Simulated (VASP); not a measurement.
# MoS2 (P6_3/mmc) in VASP: notebook

MoS2 is run at these levels: PBEsol; tasks: single point.

All numbers are computed with VASP 6.6.1; they aren't measurements. Logs are shortened: lines on timing, memory, paths and dates and some standing lists are left out, and cuts for length are marked.

### Step 1. The cell of the first run

The structure is hexagonal, space group P6_3/mmc (No. 194). Conventional cell: a = 3.123 Å, b = 3.123 Å, c = 13.939 Å, α = 90.00°, β = 90.00°, γ = 120.00°. Within 3.3 Å of Mo (site symmetry -6m2) lie 6 S at 2.50 Å and 6 Mo at 3.12 Å. Within 3.3 Å of S (site symmetry 3m) lie 3 Mo at 2.50 Å and 6 S at 3.12 Å.

### Step 2. Single point, PBEsol (19.63 Å³/atom)

Input file INCAR:

```
SYSTEM = MoS2
  PREC = Accurate
  ENCUT = 520
  EDIFF = 1E-7
  ISMEAR = 1
  SIGMA = 0.142
  LREAL = .False.
  LASPH = .True.
  NELM = 100
  ALGO = Normal
  ISIF = 2
  LWAVE = .False.
  LCHARG = .False.
  GGA = PS
  NBANDS = 35
```

Input file KPOINTS:

```
Automatic mesh
0
Gamma
  12 12 4
  0 0 0
```

Input file POSCAR:

```
MoS2
1.0
    3.1233623599      0.0000000000      0.0000000000
   -1.5616811800      2.7049111489      0.0000000000
    0.0000000000      0.0000000000     13.9389415399
Mo S
2 4
Direct
    0.3333333333      0.6666666667      0.2500000000
    0.6666666667      0.3333333333      0.7500000000
    0.3333333333      0.6666666667      0.6259932117
    0.6666666667      0.3333333333      0.1259932117
    0.3333333333      0.6666666667      0.8740067883
    0.6666666667      0.3333333333      0.3740067883
```

Potentials or basis: VASP PAW PBE potentials, release 64 (Mo_sv, S).

Command:

```sh
cat potpaw_PBE.64/Mo_sv/POTCAR potpaw_PBE.64/S/POTCAR > POTCAR
mpirun -np 1 vasp_std > vasp.out
```

OUTCAR:

```text
SYSTEM = MoS2
   PREC = Accurate
   ENCUT = 520
   EDIFF = 1E-7
   ISMEAR = 1
   LREAL = .False.
   LASPH = .True.
   NELM = 100
   ISIF = 2
   GGA = PS

 ion  position               nearest neighbor table
   1  0.333  0.667  0.250-   4 2.50   6 2.50   4 2.50   6 2.50   4 2.50   6 2.50
   2  0.667  0.333  0.750-   3 2.50   5 2.50   3 2.50   5 2.50   3 2.50   5 2.50
   3  0.333  0.667  0.626-   2 2.50   2 2.50   2 2.50
   4  0.667  0.333  0.126-   1 2.50   1 2.50   1 2.50
   5  0.333  0.667  0.874-   2 2.50   2 2.50   2 2.50
   6  0.667  0.333  0.374-   1 2.50   1 2.50   1 2.50

  LATTYP: Found a hexagonal cell.
 ALAT       =     3.1233623599
 C/A-ratio  =     4.4628000000

  Lattice vectors:

 A1 = (   3.1233623599,   0.0000000000,   0.0000000000)
 A2 = (  -1.5616811800,   2.7049111489,   0.0000000000)
 A3 = (   0.0000000000,   0.0000000000,  13.9389415399)

Analysis of symmetry for initial positions (statically):
=====================================================================
 Subroutine PRICEL returns:
 Original cell was already a primitive cell.

 Routine SETGRP: Setting up the symmetry group for a
 hexagonal supercell.

 Subroutine GETGRP returns: Found 24 space group operations
 (whereof 12 operations were pure point group operations)
 out of a pool of 24 trial point group operations.

The static configuration has the point symmetry D_3d.
 The point group associated with its full space group is D_6h.

Analysis of symmetry for dynamics (positions and initial velocities):
=====================================================================
 Subroutine PRICEL returns:
 Original cell was already a primitive cell.

 Routine SETGRP: Setting up the symmetry group for a
 hexagonal supercell.

 Subroutine GETGRP returns: Found 24 space group operations
 (whereof 12 operations were pure point group operations)
 out of a pool of 24 trial point group operations.

The dynamic configuration has the point symmetry D_3d.
 The point group associated with its full space group is D_6h.

 Subroutine INISYM returns: Found 24 space group operations
 (whereof 12 operations are pure point group operations),
 and found     1 'primitive' translations

----------------------------------------------------------------------------------------

                                     Primitive cell

  volume of cell :     117.7620

  direct lattice vectors                    reciprocal lattice vectors
     3.123362360  0.000000000  0.000000000     0.320167782  0.184848955  0.000000000
    -1.561681180  2.704911149  0.000000000     0.000000000  0.369697911  0.000000000
     0.000000000  0.000000000 13.938941540     0.000000000  0.000000000  0.071741459

  length of vectors
     3.123362360  3.123362360 13.938941540     0.369697911  0.369697911  0.071741459

  position of ions in fractional coordinates (direct lattice)
     0.333333333  0.666666667  0.250000000
     0.666666667  0.333333333  0.750000000
     0.333333333  0.666666667  0.625993212
     0.666666667  0.333333333  0.125993212
     0.333333333  0.666666667  0.874006788
     0.666666667  0.333333333  0.374006788

  ion indices of the primitive-cell ions
   primitive index   ion index
                 1           1
                 2           2
                 3           3
                 4           4
                 5           5
                 6           6

----------------------------------------------------------------------------------------

 KPOINTS: Automatic mesh

Automatic generation of k-mesh.
 Grid dimensions read from file:
 generate k-points for:   12   12    4

 Generating k-lattice:

  Cartesian coordinates                     Fractional coordinates (reciprocal lattice)
     0.026680649  0.015404080  0.000000000     0.083333333  0.000000000  0.000000000
     0.000000000  0.030808159  0.000000000     0.000000000  0.083333333  0.000000000
     0.000000000  0.000000000  0.017935365     0.000000000  0.000000000  0.250000000

  Length of vectors
     0.030808159  0.030808159  0.017935365

  Shift w.r.t. Gamma in fractional coordinates (k-lattice)
     0.000000000  0.000000000  0.000000000

 Subroutine IBZKPT returns following result:
 ===========================================

 Found     57 irreducible k-points:

 Following reciprocal coordinates:
            Coordinates               Weight
  0.000000  0.000000  0.000000      1.000000
  0.083333 -0.000000  0.000000      6.000000
  0.166667 -0.000000  0.000000      6.000000
  0.250000 -0.000000  0.000000      6.000000
  0.333333 -0.000000  0.000000      6.000000
  0.416667 -0.000000  0.000000      6.000000
[... 16 lines left out ...]
  0.250000 -0.000000  0.250000     12.000000
  0.333333 -0.000000  0.250000     12.000000
 [... further k-points ...]
   k-points           NKPTS =     57   k-points in BZ     NKDIM =     57   number of bands    NBANDS=     35
   number of dos      NEDOS =    301   number of ions     NIONS =      6
   total plane-waves  NPLWV =  62208
   dimension x,y,z NGX =    24 NGY =   24 NGZ =  108
   dimension x,y,z NGXF=    48 NGYF=   48 NGZF=  216
   ions per type =               2   4
   NGX,Y,Z   is equivalent  to a cutoff of  12.77, 12.77, 12.88 a.u.
   NGXF,Y,Z  is equivalent  to a cutoff of  25.55, 25.55, 25.76 a.u.
 SYSTEM =  MoS2
   PREC   = accura    normal or accurate (medium, high low for compatibility)
   ISTART =      0    job   : 0-new  1-cont  2-samecut
   ICHARG =      2    charge: 1-file 2-atom 10-const
   ISPIN  =      1    spin polarized calculation?
   LNONCOLLINEAR =      F non collinear calculations
   LSORBIT =      F    spin-orbit coupling
   LASPH  =      T    aspherical Exc in radial PAW
   ENCUT  =  520.0 eV  38.22 Ry    6.18 a.u.   5.81  5.81 25.92*2*pi/ulx,y,z
   NELM   =    100;   NELMIN=  2; NELMDL= -5     # of ELM steps
   EDIFF  = 0.1E-06   stopping-criterion for ELM
   LREAL  =      F    real-space projection
   EDIFFG = 0.1E-05   stopping-criterion for IOM
   NSW    =      0    number of steps for IOM
   IBRION =     -1    ionic relax: 0-MD 1-quasi-New 2-CG
   NFREE  =      0    steps in history (QN), initial steepest desc. (CG)
   ISIF   =      2    stress and relaxation
   ISYM   =      2    0-nonsym 1-usesym 2-fastsym
   POTIM  = 0.5000    time-step for ionic-motion
   TEBEG  =    0.0;   TEEND  =   0.0 temperature during run
   PSTRESS=    0.0 pullay stress
   NELECT =      52.0000    total number of electrons
   NUPDOWN=      -1.0000    fix difference up-down
   EMIN   =  10.00;   EMAX   =-10.00  energy-range for DOS
   EFERMI =   0.00;   METHOD = LEGACY
   ISMEAR =     1;   SIGMA  =   0.14  broadening in eV -4-tet -1-fermi 0-gaus
   EFERMI_NEDOS =   21; number of points for ismear=-14 and -15
   IALGO  =     38    algorithm
   IMIX   =      4    mixing-type and parameters
     AMIX     =   0.40;   BMIX     =  1.00
     AMIX_MAG =   1.60;   BMIX_MAG =  1.00
  volume/ion in A,a.u.               =      19.63       132.45
  Fermi-wavevector in a.u.,A,eV,Ry     =   1.246640  2.355807 21.144951  1.554110
  Thomas-Fermi vector in A             =   2.380808
   LORBIT       =      0    0 simple, 1 ext, 2 COOP (PROOUT), +10 PAW based schemes
   GGA     = PS    functional components
   LHFCALC =     F    Hartree Fock is set to
   AEXX    =    0.0000 exact exchange contribution
   IVDW    =     0    specifies the selected vdW correction
   LEPSILON=     F    determine dielectric tensor
   LRPA    =     F    only Hartree local field effects (RPA)
 non-spin polarized calculation
 Methfessel and Paxton  Order N= 1 SIGMA  =   0.14
  energy-cutoff  :      520.00
  volume of cell :      117.76
 maximum number of plane-waves:      3204
 NGX is ok and might be reduce to    24
   NGX = 11   NGY = 11   NGZ = 51

 number of electron      51.9999998 magnetization

 Free energy of the ion-electron system (eV)
  ---------------------------------------------------
  ext. energy  EPLUGINS =         0.00000000
  ---------------------------------------------------
  free energy    TOTEN  =       -45.98435387 eV

  energy without entropy =      -45.98647725  energy(sigma->0) =      -45.98506166

 E-fermi :   5.7713     XC(G=0): -10.4496

 val. band max:        5.7511942997   @ k =   0.3333   0.3333   0.0000
 cond. band min:       6.7318448647   @ k =   0.1667   0.1667   0.0000
 fundamental gap:      0.9806505650
 Fermi energy:         5.7712829211

 k-point     1 :       0.0000    0.0000    0.0000
  band No.  band energies     occupation
      1     -55.1644      2.00000
      2     -55.1644      2.00000
      3     -29.3334      2.00000
      4     -29.3333      2.00000
      5     -29.0286      2.00000
      6     -29.0286      2.00000
[... 27 lines left out ...]
     34       8.4665     -0.00000
     35      11.6508      0.00000

 k-point     2 :       0.0833   -0.0000    0.0000
  band No.  band energies     occupation
      1     -55.1614      2.00000
      2     -55.1613      2.00000
      3     -29.3281      2.00000
      4     -29.3281      2.00000
      5     -29.0571      2.00000
      6     -29.0571      2.00000
[... 27 lines left out ...]
     34       8.6139      0.00000
     35      12.0305      0.00000

 k-point     3 :       0.1667   -0.0000    0.0000
  band No.  band energies     occupation
      1     -55.1531      2.00000
      2     -55.1531      2.00000
      3     -29.3137      2.00000
      4     -29.3137      2.00000
      5     -29.1345      2.00000
      6     -29.1345      2.00000
[... 27 lines left out ...]
     34       8.9247      0.00000
     35      12.5555      0.00000
[... 723 lines left out ...]
 k-point    23 :       0.2500   -0.0000    0.2500
  band No.  band energies     occupation
      1     -55.1417      2.00000
      2     -55.1417      2.00000
      3     -29.2941      2.00000
      4     -29.2941      2.00000
      5     -29.2387      2.00000
      6     -29.2387      2.00000
[... 27 lines left out ...]
     34       9.1954      0.00000
     35      12.7924      0.00000

 k-point    24 :       0.3333   -0.0000    0.2500
  band No.  band energies     occupation
      1     -55.1303      2.00000
      2     -55.1303      2.00000
      3     -29.3414      2.00000
      4     -29.3414      2.00000
      5     -29.2743      2.00000
      6     -29.2743      2.00000
[... 27 lines left out ...]
     34       9.3688      0.00000
     35      12.5283      0.00000

 [... further k-points ...]
[... 5 lines left out ...]
  --------------------------------------------------------------------------------------
  -------------------------------------------------------------------------------------
  Total       -4.3174697     -4.3174697    -17.9481146      0.0000000      0.0000000      0.0000000
  in kB      -58.7401040    -58.7401040   -244.1879585      0.0000000      0.0000000      0.0000000
  external PRESSURE =    -120.5560555 kB  Pullay stress =       0.0000000 kB

 VOLUME and BASIS-vectors are now :
 -----------------------------------------------------------------------------
  energy-cutoff  :      520.00
  volume of cell :      117.76
      direct lattice vectors                 reciprocal lattice vectors
     3.123362360  0.000000000  0.000000000     0.320167782  0.184848955  0.000000000
    -1.561681180  2.704911149  0.000000000     0.000000000  0.369697911  0.000000000
     0.000000000  0.000000000 13.938941540     0.000000000  0.000000000  0.071741459

 POSITION                                       TOTAL-FORCE (eV/Angst)
 -----------------------------------------------------------------------------------
     -0.00000      1.80327      3.48474        -0.000000     -0.000000      0.000000
      1.56168      0.90164     10.45421         0.000000      0.000000      0.000000
     -0.00000      1.80327      8.72568         0.000000      0.000000      2.522237
      1.56168      0.90164      1.75621        -0.000000      0.000000      2.522237
     -0.00000      1.80327     12.18273         0.000000      0.000000     -2.522237
      1.56168      0.90164      5.21326        -0.000000     -0.000000     -2.522237
 -----------------------------------------------------------------------------------
    total drift:                                0.000000     -0.000000      0.000000

  FREE ENERGIE OF THE ION-ELECTRON SYSTEM (eV)
  ---------------------------------------------------
  free  energy   TOTEN  =       -45.9843538687 eV

  energy  without entropy=      -45.9864772454  energy(sigma->0) =      -45.98506166
```

Wall time 6 min (1 thread of Intel Xeon 8259CL, shared host); peak memory 0.35 GiB.

What came out:

- Free energy: -45.9844 eV
- Pressure: -12.1 GPa
- Largest force: 2.522 eV/Å
- Band gap on the k mesh: 0.98 eV (least direct gap 1.71 eV)

Forces in eV/Å, atoms in the order of the input:
```
Mo   0.000  0.000  0.000
Mo   0.000  0.000  0.000
S    0.000  0.000  2.522
S    0.000  0.000  2.522
S    0.000  0.000 -2.522
S    0.000  0.000 -2.522
```

Stress tensor (GPa, compression positive):
```
 -5.87   0.00   0.00
  0.00  -5.87   0.00
  0.00   0.00 -24.42
```

Caveat: the stress differs along the axes, from -24 to -6 GPa; the PAW data sets were made with another functional, which shifts forces and pressure a little; this functional lacks dispersion, which binds layers or chains, so the pressure and a relaxed spacing across them are unreliable.

### Step 3. Single point, PBEsol (19.63 Å³/atom)

Input file INCAR:

```
ALGO = Normal
EDIFF = 1E-7
ENCUT = 520
GGA = PS
ISIF = 2
ISMEAR = 1
LASPH = T
LCHARG = T
LELF = T
LREAL = F
LVHAR = T
LWAVE = F
NBANDS = 35
NELM = 60
PREC = Accurate
SIGMA = 0.105
```

Input file KPOINTS:

```
k-points
0
Gamma
  12 12 4
```

POSCAR: that of step 2 with these lines changed.

```diff
@@ -2,5 +2,5 @@
 1.0
-    3.1233623599      0.0000000000      0.0000000000
-   -1.5616811800      2.7049111489      0.0000000000
-    0.0000000000      0.0000000000     13.9389415399
+    3.2786616549      0.0000000000      0.0000000000
+   -1.6393308275      2.8394042836      0.0000000000
+    0.0000000000      0.0000000000     12.6497323971
 Mo S
```

Potentials or basis: VASP PAW PBE potentials, release 64 (Mo_sv, S).

Command:

```sh
cat potpaw_PBE.64/Mo_sv/POTCAR potpaw_PBE.64/S/POTCAR > POTCAR
mpirun -np 1 vasp_std > vasp.out
```

Wall time 5.6 min (1 thread of Intel Xeon 8259CL, shared host); peak memory 0.33 GiB.

Results (log left out):

```yaml
Free_energy: -46.4788 eV
Pressure: -11.2 GPa
Largest_force: 0.929 eV/Å
Band_gap_on_the_k_mesh: 0.73 eV (least direct gap 1.39 eV)
```

Forces in eV/Å, atoms in the order of the input:
```
Mo   0.000  0.000  0.000
Mo   0.000  0.000  0.000
S    0.000  0.000  0.929
S    0.000  0.000  0.929
S    0.000  0.000 -0.929
S    0.000  0.000 -0.929
```

Stress tensor (GPa, compression positive):
```
-12.64   0.00   0.00
  0.00 -12.64   0.00
  0.00   0.00  -8.20
```

Levels at points of the mesh, in eV from the valence-band top:
```
           k point  band 23  band 24  band 25  band 26  band 27  band 28  band 29  band 30
(0.00, 0.00, 0.00)    -2.19    -1.15    -0.86     0.00     1.84     1.84     1.87     1.87
(0.50, 0.00, 0.00)    -1.84    -1.70    -1.33    -1.20     1.27     1.31     1.69     1.85
(0.00, 0.00, 0.50)    -2.21    -2.21    -0.21    -0.21     1.85     1.85     1.85     1.85
(0.50, 0.00, 0.50)    -1.77    -1.77    -1.25    -1.25     1.29     1.29     1.77     1.77
```

Caveat: the cell stands under tension; the PAW data sets were made with another functional, which shifts forces and pressure a little; this functional lacks dispersion, which binds layers or chains, so the pressure and a relaxed spacing across them are unreliable. Expect the measured gap to be larger: semilocal functionals such as PBEsol lack the derivative discontinuity.

(Continued in part 2 of 2.)

The gap in the log of VASP goes by the Fermi energy; the results here count the filled bands.